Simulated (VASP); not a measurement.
# BeS (F-43m) in VASP: a series of runs, part 2 of 2

VASP 6.6.1.

## (3) Relaxation of the atoms, PBE

This run uses another cell than the first one, of 14.44 Å³/atom, 1.111 times its volume.

INCAR

```
SYSTEM = BeS
PREC = Accurate
ENCUT = 520
EDIFF = 1E-6
ISMEAR = -1
SIGMA = 0.03
LREAL = .FALSE.
LASPH = .TRUE.
NELM = 80
ALGO = Normal
ISIF = 2
LWAVE = .FALSE.
LCHARG = .FALSE.
GGA = PE
IBRION = 2
NSW = 50
EDIFFG = -0.01
```

KPOINTS

```
regular mesh
0
G
  10 10 10
  0 0 0
```

POSCAR

```
BeS
1.0
    0.0000000000      2.4351516489      2.4351516489
    2.4351516489      0.0000000000      2.4351516489
    2.4351516489      2.4351516489      0.0000000000
Be S
1 1
Direct
    0.0000000000      0.0000000000      0.0000000000
    0.2500000000      0.2500000000      0.2500000000
```

Potentials or basis: VASP PAW PBE potentials, release 64 (Be, S).

The run is started by

```
$ cat potpaw_PBE.64/Be/POTCAR potpaw_PBE.64/S/POTCAR > POTCAR
$ mpirun -np 1 vasp_std > vasp.out
```

OUTCAR:

```text
SYSTEM = BeS
   PREC = Accurate
   ENCUT = 520
   EDIFF = 1E-6
   ISMEAR = -1
   LREAL = .FALSE.
   LASPH = .TRUE.
   NELM = 80
   ISIF = 2
   GGA = PE
   IBRION = 2
   NSW = 50
   EDIFFG = -0.01

 ion  position               nearest neighbor table
   1  0.000  0.000  0.000-   2 2.11   2 2.11   2 2.11   2 2.11
   2  0.250  0.250  0.250-   1 2.11   1 2.11   1 2.11   1 2.11

  LATTYP: Found a face centered cubic cell.
 ALAT       =     4.8703032978

  Lattice vectors:

 A1 = (   0.0000000000,   2.4351516489,   2.4351516489)
 A2 = (   2.4351516489,   0.0000000000,   2.4351516489)
 A3 = (   2.4351516489,   2.4351516489,   0.0000000000)

Analysis of symmetry for initial positions (statically):
=====================================================================
 Subroutine PRICEL returns:
 Original cell was already a primitive cell.

 Routine SETGRP: Setting up the symmetry group for a
 face centered cubic supercell.

 Subroutine GETGRP returns: Found 24 space group operations
 (whereof 24 operations were pure point group operations)
 out of a pool of 48 trial point group operations.

The static configuration has the point symmetry T_d .

Analysis of symmetry for dynamics (positions and initial velocities):
=====================================================================
 Subroutine PRICEL returns:
 Original cell was already a primitive cell.

 Routine SETGRP: Setting up the symmetry group for a
 face centered cubic supercell.

 Subroutine GETGRP returns: Found 24 space group operations
 (whereof 24 operations were pure point group operations)
 out of a pool of 48 trial point group operations.

The dynamic configuration has the point symmetry T_d .

 Subroutine INISYM returns: Found 24 space group operations
 (whereof 24 operations are pure point group operations),
 and found     1 'primitive' translations

----------------------------------------------------------------------------------------

                                     Primitive cell

  volume of cell :      28.8807

  direct lattice vectors                    reciprocal lattice vectors
     0.000000000  2.435151649  2.435151649    -0.205326022  0.205326022  0.205326022
     2.435151649  0.000000000  2.435151649     0.205326022 -0.205326022  0.205326022
     2.435151649  2.435151649  0.000000000     0.205326022  0.205326022 -0.205326022

  length of vectors
     3.443824488  3.443824488  3.443824488     0.355635101  0.355635101  0.355635101

  position of ions in fractional coordinates (direct lattice)
     0.000000000  0.000000000  0.000000000
     0.250000000  0.250000000  0.250000000

  ion indices of the primitive-cell ions
   primitive index   ion index
                 1           1
                 2           2

----------------------------------------------------------------------------------------

 KPOINTS: regular mesh

Automatic generation of k-mesh.
 Grid dimensions read from file:
 generate k-points for:   10   10   10

 Generating k-lattice:

  Cartesian coordinates                     Fractional coordinates (reciprocal lattice)
    -0.020532602  0.020532602  0.020532602     0.100000000  0.000000000  0.000000000
     0.020532602 -0.020532602  0.020532602     0.000000000  0.100000000  0.000000000
     0.020532602  0.020532602 -0.020532602     0.000000000  0.000000000  0.100000000

  Length of vectors
     0.035563510  0.035563510  0.035563510

  Shift w.r.t. Gamma in fractional coordinates (k-lattice)
     0.000000000  0.000000000  0.000000000

 Subroutine IBZKPT returns following result:
 ===========================================

 Found     47 irreducible k-points:

 Following reciprocal coordinates:
            Coordinates               Weight
  0.000000  0.000000  0.000000      1.000000
  0.100000  0.000000  0.000000      8.000000
  0.200000  0.000000  0.000000      8.000000
  0.300000  0.000000  0.000000      8.000000
  0.400000  0.000000  0.000000      8.000000
  0.500000  0.000000  0.000000      4.000000
[... 16 lines left out ...]
  0.300000  0.300000  0.000000      6.000000
  0.400000  0.300000  0.000000     24.000000
 [... further k-points ...]
   k-points           NKPTS =     47   k-points in BZ     NKDIM =     47   number of bands    NBANDS=      8
   number of dos      NEDOS =    301   number of ions     NIONS =      2
   total plane-waves  NPLWV =  21952
   dimension x,y,z NGX =    28 NGY =   28 NGZ =   28
   dimension x,y,z NGXF=    56 NGYF=   56 NGZF=   56
   ions per type =               1   1
   NGX,Y,Z   is equivalent  to a cutoff of  13.52, 13.52, 13.52 a.u.
   NGXF,Y,Z  is equivalent  to a cutoff of  27.03, 27.03, 27.03 a.u.
 SYSTEM =  BeS
   PREC   = accura    normal or accurate (medium, high low for compatibility)
   ISTART =      0    job   : 0-new  1-cont  2-samecut
   ICHARG =      2    charge: 1-file 2-atom 10-const
   ISPIN  =      1    spin polarized calculation?
   LNONCOLLINEAR =      F non collinear calculations
   LSORBIT =      F    spin-orbit coupling
   LASPH  =      T    aspherical Exc in radial PAW
   ENCUT  =  520.0 eV  38.22 Ry    6.18 a.u.   6.40  6.40  6.40*2*pi/ulx,y,z
   NELM   =     80;   NELMIN=  2; NELMDL= -5     # of ELM steps
   EDIFF  = 0.1E-05   stopping-criterion for ELM
   LREAL  =      F    real-space projection
   EDIFFG = -.1E-01   stopping-criterion for IOM
   NSW    =     50    number of steps for IOM
   IBRION =      2    ionic relax: 0-MD 1-quasi-New 2-CG
   NFREE  =      1    steps in history (QN), initial steepest desc. (CG)
   ISIF   =      2    stress and relaxation
   ISYM   =      2    0-nonsym 1-usesym 2-fastsym
   POTIM  = 0.5000    time-step for ionic-motion
   TEBEG  =    0.0;   TEEND  =   0.0 temperature during run
   PSTRESS=    0.0 pullay stress
   NELECT =       8.0000    total number of electrons
   NUPDOWN=      -1.0000    fix difference up-down
   EMIN   =  10.00;   EMAX   =-10.00  energy-range for DOS
   EFERMI =   0.00;   METHOD = LEGACY
   ISMEAR =    -1;   SIGMA  =   0.03  broadening in eV -4-tet -1-fermi 0-gaus
   EFERMI_NEDOS =   21; number of points for ismear=-14 and -15
   IALGO  =     38    algorithm
   IMIX   =      4    mixing-type and parameters
     AMIX     =   0.40;   BMIX     =  1.00
     AMIX_MAG =   1.60;   BMIX_MAG =  1.00
  volume/ion in A,a.u.               =      14.44        97.45
  Fermi-wavevector in a.u.,A,eV,Ry     =   1.067175  2.016668 15.495153  1.138862
  Thomas-Fermi vector in A             =   2.202783
   LORBIT       =      0    0 simple, 1 ext, 2 COOP (PROOUT), +10 PAW based schemes
   GGA     = PE    functional components
   LHFCALC =     F    Hartree Fock is set to
   AEXX    =    0.0000 exact exchange contribution
   IVDW    =     0    specifies the selected vdW correction
   LEPSILON=     F    determine dielectric tensor
   LRPA    =     F    only Hartree local field effects (RPA)
 conjugate gradient relaxation of ions
 non-spin polarized calculation
  energy-cutoff  :      520.00
  volume of cell :       28.88
 maximum number of plane-waves:       794
 NGX is ok and might be reduce to    28
   NGX = 13   NGY = 13   NGZ = 13

 number of electron       7.9999999 magnetization

 Free energy of the ion-electron system (eV)
  ---------------------------------------------------
  ext. energy  EPLUGINS =         0.00000000
  ---------------------------------------------------
  free energy    TOTEN  =       -10.01337182 eV

  energy without entropy =      -10.01337182  energy(sigma->0) =      -10.01337182

 E-fermi :   4.6428     XC(G=0):  -9.6790

 val. band max:        4.0458337305   @ k =   0.0000   0.0000   0.0000
 cond. band min:       7.1844927774   @ k =   0.5000   0.5000   0.0000
 fundamental gap:      3.1386590469
 Fermi energy:         4.6428462130

 k-point     1 :       0.0000    0.0000    0.0000
  band No.  band energies     occupation
      1      -9.5633      2.00000
      2       4.0458      2.00000
      3       4.0458      2.00000
      4       4.0458      2.00000
      5       9.7206      0.00000
      6       9.7206      0.00000
      7       9.7206      0.00000
      8       9.8260      0.00000
[... 243 lines left out ...]
 k-point    24 :       0.4000    0.3000    0.0000
  band No.  band energies     occupation
      1      -7.9998      2.00000
      2      -0.0692      2.00000
      3       1.6375      2.00000
      4       1.8939      2.00000
      5       8.1257      0.00000
      6       9.9041      0.00000
      7      14.1292      0.00000
      8      14.2621      0.00000

 [... further k-points ...]
[... 5 lines left out ...]
  --------------------------------------------------------------------------------------
  -------------------------------------------------------------------------------------
  Total        0.0630322      0.0630322      0.0630322      0.0000000      0.0000000     -0.0000000
  in kB        3.4967551      3.4967551      3.4967551      0.0000000      0.0000000     -0.0000000
  external PRESSURE =       3.4967551 kB  Pullay stress =       0.0000000 kB

 VOLUME and BASIS-vectors are now :
 -----------------------------------------------------------------------------
  energy-cutoff  :      520.00
  volume of cell :       28.88
      direct lattice vectors                 reciprocal lattice vectors
     0.000000000  2.435151649  2.435151649    -0.205326022  0.205326022  0.205326022
     2.435151649  0.000000000  2.435151649     0.205326022 -0.205326022  0.205326022
     2.435151649  2.435151649  0.000000000     0.205326022  0.205326022 -0.205326022

 POSITION                                       TOTAL-FORCE (eV/Angst)
 -----------------------------------------------------------------------------------
      0.00000      0.00000      0.00000        -0.000000     -0.000000     -0.000000
      1.21758      1.21758      1.21758         0.000000      0.000000      0.000000
 -----------------------------------------------------------------------------------
    total drift:                                0.000000      0.000000      0.000000

  FREE ENERGIE OF THE ION-ELECTRON SYSTEM (eV)
  ---------------------------------------------------
  free  energy   TOTEN  =       -10.0133718240 eV

  energy  without entropy=      -10.0133718240  energy(sigma->0) =      -10.01337182

 reached required accuracy - stopping structural energy minimisation
```

OSZICAR:

```text
N       E                     dE             d eps       ncg     rms          rms(c)
DAV:   1     0.206534402088E+02    0.20653E+02   -0.40253E+03   760   0.858E+02
DAV:   2    -0.950005906422E+01   -0.30153E+02   -0.29273E+02  1144   0.125E+02
DAV:   3    -0.101787147842E+02   -0.67866E+00   -0.67866E+00   896   0.245E+01
DAV:   4    -0.101817920254E+02   -0.30772E-02   -0.30772E-02  1240   0.177E+00
DAV:   5    -0.101817935271E+02   -0.15018E-05   -0.15017E-05   960   0.341E-02    0.557E+00
DAV:   6    -0.100507987059E+02    0.13099E+00   -0.14431E-01   792   0.224E+00    0.384E+00
DAV:   7    -0.100120528455E+02    0.38746E-01   -0.12880E-01  1056   0.236E+00    0.999E-01
DAV:   8    -0.100132039553E+02   -0.11511E-02   -0.64092E-03   984   0.524E-01    0.134E-01
DAV:   9    -0.100133210229E+02   -0.11707E-03   -0.51023E-04   856   0.179E-01    0.301E-02
DAV:  10    -0.100133677608E+02   -0.46738E-04   -0.90444E-05  1024   0.690E-02    0.950E-03
DAV:  11    -0.100133715660E+02   -0.38053E-05   -0.14275E-05   816   0.249E-02    0.692E-03
DAV:  12    -0.100133718240E+02   -0.25791E-06   -0.10636E-06   960   0.767E-03
   1 F= -.10013372E+02 E0= -.10013372E+02  d E =-.100134E+02
```

Wall time 12 s (1 thread of AMD EPYC 7R13 (Zen 3), shared host); peak memory 0.12 GiB.

Results:

```yaml
Free_energy: -10.0134 eV
Pressure_after_relaxing: 0.3 GPa
Band_gap_on_the_k_mesh: 3.14 eV, indirect (least direct gap 5.67 eV)
```

Final structure:
```xyz
2
Lattice="0.0000 2.4352 2.4352 2.4352 0.0000 2.4352 2.4352 2.4352 0.0000" Properties=species:S:1:pos:R:3 pbc="T T T"
Be    0.0000    0.0000    0.0000
S     1.2176    1.2176    1.2176
```

Caveat: the relaxation stopped at its first step, so nothing moved. A k mesh can miss the band edges.

## (4) Single point, PBE

INCAR

```
SYSTEM = BeS
PREC = Accurate
ENCUT = 600
EDIFF = 1E-6
ISMEAR = 0
SIGMA = 0.005
LREAL = .False.
LASPH = .True.
NELM = 120
ALGO = Normal
ISIF = 2
LWAVE = .False.
LCHARG = .True.
GGA = PE
LELF = .True.
LVHAR = .True.
NBANDS = 11
GGA_COMPAT = .False.
```

KPOINTS

```
regular mesh
0
Gamma
  10 10 10
  0 0 0
```

POSCAR

```
BeS
1.0
    0.0000000000      2.3511130669      2.3511130669
    2.3511130669      0.0000000000      2.3511130669
    2.3511130669      2.3511130669      0.0000000000
Be S
1 1
Direct
    0.0000000000      0.0000000000      0.0000000000
    0.2500000000      0.2500000000      0.2500000000
```

The run is started by

```
$ cat potpaw_PBE.64/Be/POTCAR potpaw_PBE.64/S/POTCAR > POTCAR
$ mpirun -np 1 vasp_std > vasp.out
```

Run time: 7 s. Hardware: 1 thread of Intel Xeon 6975P-C (Granite Rapids), shared host; peak memory 0.15 GiB.

Results (log left out):

```yaml
Free_energy: -9.9065 eV
Pressure: 12.5 GPa
Band_gap_on_the_k_mesh: 2.88 eV, indirect (least direct gap 5.61 eV)
```

Levels at points of the mesh, in eV from the valence-band top:
```csv
k point,band 2,band 3,band 4,band 5,band 6,band 7
"(0.00, 0.00, 0.00)",0.00,0.00,0.00,5.61,5.61,5.61
"(0.50, 0.00, 0.00)",-6.42,-1.17,-1.17,5.81,6.52,6.52
"(0.50, 0.50, 0.00)",-5.52,-2.98,-2.98,2.88,4.81,13.54
```

## (5) Overview

| task | cell | cutoff (eV) | smearing | gap on the mesh (eV) | pressure (GPa) |
| --- | --- | --- | --- | --- | --- |
| relaxation of the atoms | atoms relaxed from a = 3.325 Å, angles 60.0°, 2 atoms | 520 | fermi-dirac 0.03 eV | 2.88 | 12.4 |
| relaxation of the atoms | atoms relaxed from a = 3.444 Å, angles 60.0°, 2 atoms | 520 | fermi-dirac 0.03 eV | 3.14 | 0.3 |
| single point | a = 3.325 Å, angles 60.0°, 2 atoms | 600 | gaussian 0.005 eV | 2.88 | 12.5 |

Alike in all rows: level PBE; potentials or basis VASP PAW PBE potentials, release 64 (Be, S); no spin polarisation; k mesh 10 × 10 × 10.

Caveats: the relaxation stopped at its first step, so nothing moved (some runs).

Total energies depend on the potentials used, so only differences within one code and one set of settings carry meaning.
